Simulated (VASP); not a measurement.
Here is a VASP 6.6.1 calculation.

INCAR

```
SYSTEM = SiO2
PREC = Accurate
ENCUT = 1340
EDIFF = 1E-7
ISMEAR = 0
SIGMA = 0.1
LREAL = .FALSE.
LASPH = .TRUE.
NELM = 120
ALGO = Normal
ISIF = 3
LWAVE = .FALSE.
LCHARG = .FALSE.
GGA = PE
IBRION = 2
NSW = 90
EDIFFG = -0.04
GGA_COMPAT = .FALSE.
NELMIN = 4
```

The input KPOINTS:

```
regular mesh
0
G
  6 6 6
  0 0 0
```

File POSCAR:

```
SiO2
1.0
    1.3411522600      0.7743146200      4.3801849500
   -1.3411522600      0.7743146200      4.3801849500
    0.0000000000     -1.5486292400      4.3801849500
Si O
1 2
Direct
    0.0000000000      0.0000000000      0.0000000000
    0.2500000000      0.2500000000      0.2500000000
    0.7500000000      0.7500000000      0.7500000000
```

Potentials or basis: VASP PAW PBE potentials, release 64 (Si, O_h).

Launch:

```sh
$ cat potpaw_PBE.64/Si/POTCAR potpaw_PBE.64/O_h/POTCAR > POTCAR
$ mpirun -np 1 vasp_std > vasp.out
```

Question: What does it give for the space group after relaxing (to 0.1 Å)?

Answer: R-3m (No. 166).

Question: Predict the relaxed cell.

Answer: a = 5.470 Å, b = 5.470 Å, c = 5.470 Å, α = 28.58°, β = 28.58°, γ = 28.58°.

Question: Predict the relaxed volume.

Answer: 11.04 Å³/atom.

Question: Estimate the band gap on the k mesh.

Answer: 6.22 eV (least direct gap 6.60 eV).

The path:
| step | energy change (eV) | largest force (eV/Å) | pressure (GPa) | volume (Å³) |
| --- | --- | --- | --- | --- |
| 1 | 0.0000 | 4.5155 | -17.00 | 27.29 |
| 2 | 0.0171 | 4.5680 | 55.39 | 23.57 |
| 3 | -0.7229 | 0.9200 | 8.46 | 25.35 |
| 4 | -0.7270 | 0.6065 | 10.86 | 25.22 |
| 5 | -0.8074 | 0.3443 | -1.25 | 26.99 |
| 6 | -0.8074 | 0.3402 | -1.43 | 27.02 |
| 7 | -0.8530 | 0.0629 | 1.50 | 27.42 |
| 8 | -0.8594 | 1.1339 | 10.77 | 28.36 |
| 9 | -0.8726 | 0.7501 | 7.20 | 28.02 |
| 10 | -0.8922 | 0.5648 | 5.49 | 28.47 |
| 11 | -0.9245 | 0.0325 | 1.12 | 29.82 |
| 12 | -0.9282 | 0.1936 | -0.49 | 30.41 |
| 13 | -0.9283 | 0.2196 | -0.66 | 30.47 |
| 14 | -0.9298 | 0.1833 | -0.35 | 30.61 |
| 15 | -0.9331 | 0.0668 | 0.62 | 31.02 |
| 16 | -0.9334 | 0.1929 | 2.74 | 31.82 |
| 17 | -0.9342 | 0.0915 | 1.91 | 31.50 |
| 18 | -0.9352 | 0.0775 | 1.60 | 31.72 |
| 19 | -0.9372 | 0.0450 | 0.70 | 32.38 |
| 20 | -0.9375 | 0.0048 | -0.79 | 33.72 |
| 21 | -0.9379 | 0.0286 | -0.09 | 33.11 |

Caveat: the k points lie up to 0.45 Å⁻¹ apart in the final cell; the cell differs from its parent crystal (atoms taken out); the volume moved by over 15 % at a fixed basis, so the end points are rough. A k mesh can miss the band edges.
